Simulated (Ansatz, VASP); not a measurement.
# Al3GaSb4 in VASP and in Ansatz

File INCAR:

```
SYSTEM = Al3GaSb4
PREC     = Accurate       ! precision mode
ENCUT    = 600            ! plane-wave cutoff, eV
EDIFF    = 1E-7           ! SCF threshold, eV
ISMEAR   = 0              ! smearing method
SIGMA    = 0.02           ! smearing width, eV
LREAL    = .False.        ! projectors in reciprocal space
LASPH    = .True.         ! aspherical terms in the spheres
NELM     = 80             ! most SCF steps
ALGO     = Normal         ! electronic algorithm
ISIF     = 3              ! what is computed and relaxed
LWAVE    = .False.        ! write WAVECAR
LCHARG   = .False.        ! write CHGCAR
IBRION   = 2              ! ionic algorithm
NSW      = 100            ! ionic steps
EDIFFG   = -0.005         ! ionic threshold
```

File KPOINTS:

```
regular mesh
0
Gamma
  6 6 6
  0 0 0
```

Contents of POSCAR:

```
Al3GaSb4
1.0
    6.0823045099      0.0000000000      0.0000000000
    0.0000000000      6.0823045099      0.0000000000
    0.0000000000      0.0000000000      6.0823045099
Al Ga Sb
3 1 4
Direct
    0.5000000000      0.5000000000      0.0000000000
    0.5000000000      0.0000000000      0.5000000000
    0.0000000000      0.5000000000      0.5000000000
    0.0000000000      0.0000000000      0.0000000000
    0.7508626496      0.7508626496      0.2491373504
    0.7508626496      0.2491373504      0.7508626496
    0.2491373504      0.7508626496      0.7508626496
    0.2491373504      0.2491373504      0.2491373504
```

Input for Ansatz:

```yaml
crystal:
  lattice:
    - [6.0823045099, 0.0, 0.0]
    - [0.0, 6.0823045099, 0.0]
    - [0.0, 0.0, 6.0823045099]
  atoms:
    - { symbol: Al, position: [0.5, 0.5, 0.0] }
    - { symbol: Al, position: [0.5, 0.0, 0.5] }
    - { symbol: Al, position: [0.0, 0.5, 0.5] }
    - { symbol: Ga, position: [0.0, 0.0, 0.0] }
    - { symbol: Sb, position: [0.7508626496, 0.7508626496, 0.2491373504] }
    - { symbol: Sb, position: [0.7508626496, 0.2491373504, 0.7508626496] }
    - { symbol: Sb, position: [0.2491373504, 0.7508626496, 0.7508626496] }
    - { symbol: Sb, position: [0.2491373504, 0.2491373504, 0.2491373504] }
basis:
  ecutwfc: 420
kpoints:
  mp_grid: { grid: [6, 6, 6] }
hamiltonian:
  xc: lda
scf:
  occupations: { method: gaussian, width: 0.02 }
output:
  forces: true
  stress: true
  eigenvalues: true
relax:
  adjacent_minimum: "off"
  f_tol: 0.005
  max_steps: 80
  cell: { stress_tol: 0.05 }
```

Alike in both runs: task relaxation of cell and atoms; functional LDA; k mesh 6 × 6 × 6; occupations gaussian, width 0.02 eV; no spin polarisation.

|  | VASP | Ansatz |
| --- | --- | --- |
| version | VASP 6.6.1 | Ansatz 0.2.0 |
| potentials or method | VASP PAW LDA potentials, release 64 (Al, Ga_d, Sb), cutoff 600 eV | scalar-relativistic, plane waves, PAW |
| valence electrons in the cell | 42 | 82 |

VASP gave:

| Quantity | Value |
| --- | --- |
| gap on the k mesh at the Fermi level, each at its own relaxed structure (eV) | 0.43 |
| relaxed volume (Å³/atom) | 28.44 |
| relaxed length of the cell vector where the two differ most in proportion (Å) | 6.105 |

Problem. What did Ansatz give for the same quantities?

Solution. gap on the k mesh at the Fermi level, each at its own relaxed structure (eV): 0.43; relaxed volume (Å³/atom): 28.28; relaxed length of the cell vector where the two differ most in proportion (Å): 6.094.

LDA's correlation is that of Perdew and Zunger in VASP and of Perdew and Wang (1992) in Ansatz. VASP's potentials hold 42 valence electrons a cell and Ansatz's 82, so a difference there can come from the potentials and not from the codes.

Neither program's run includes spin-orbit coupling.
